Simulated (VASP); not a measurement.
Runs of VASP 6.6.1 on RbBr. The structure is that of space group Pm-3m (No. 221), or close to it. The cells are those of the table. 

| cell | gap on the mesh (eV) | pressure (GPa) |
| --- | --- | --- |
| a = 4.023, b = 4.023, c = 4.126 Å, 2 atoms | (b) | 0.2 |
| a = 4.229, b = 4.229, c = 4.332 Å, 2 atoms | (c) | -1.6 |
| a = 4.332, b = 4.332, c = 4.126 Å, 2 atoms | 3.47 | -1.6 |
| a = 4.023, b = 4.023, c = 4.229 Å, 2 atoms | 3.88 | -0.2 |
| a = 4.126, b = 4.126, c = 4.332 Å, 2 atoms | 3.66 | -1.2 |
| a = 4.332, b = 4.332, c = 4.229 Å, 2 atoms | (a) | -1.8 |
| a = 4.229 Å, 2 atoms | 3.69 | -1.4 |
| a = 4.023 Å, 2 atoms | 4.16 | 0.7 |

Alike in all rows: task single point; level PBEsol; potentials or basis VASP PAW PBE potentials, release 64 (Rb_sv, Br); no spin polarisation; k mesh 6 × 6 × 6; cutoff (eV) 520; smearing gaussian 0.05 eV.

Q: Fill in the values left out.

A: (a) 3.49; (b) 4.02; (c) 3.58.

Caveats: the PAW data sets were made with another functional, which shifts forces and pressure a little.

A k mesh can miss the band edges, and the runs leave out spin-orbit coupling on Br, Rb.
